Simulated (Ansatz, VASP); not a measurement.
## SbP5: VASP beside Ansatz

```
Sb P
1.0
     0.00000    3.81884    3.81884
     3.81884    0.00000    3.81884
     3.81884    3.81884    0.00000
Sb P
1 5
Direct
  0.00000 0.00000 0.00000
  0.75000 0.75000 0.75000
  0.81965 0.39345 0.39345
  0.39345 0.39345 0.39345
  0.39345 0.81965 0.39345
  0.39345 0.39345 0.81965
```

Change from the starting cell: species swapped into the TbCu5 type (F-43m, No. 216).

Alike in both runs: functional PBE; k mesh 8 × 8 × 8; occupations gaussian, width 0.1 eV; no spin polarisation.

Ansatz relaxed the structure, and its values are those at the end. VASP's run is a single point on that final structure, the one shown.

|  | VASP | Ansatz |
| --- | --- | --- |
| version | VASP 6.6.1 | Ansatz 0.2.0 |
| potentials or method | VASP PAW PBE potentials, release 64 (Sb, P), cutoff 520 eV | scalar-relativistic, plane waves, PAW |
| valence electrons in the cell | 30 | 40 |

|  | VASP | Ansatz | Ansatz less VASP |
| --- | --- | --- | --- |
| gap on the k mesh at the Fermi level (eV) | none | none | - |
| pressure (GPa) | -0.3 | 0.0 | +0.30 |
| rms of the force components (eV/Å) | 0.040 | 0.000 | -0.0397 |

A gap of «none» marks a metal or a gap that the smearing closes. VASP's potentials hold 30 valence electrons a cell and Ansatz's 40, so a difference there can come from the potentials and not from the codes.

Spin-orbit coupling is off throughout.
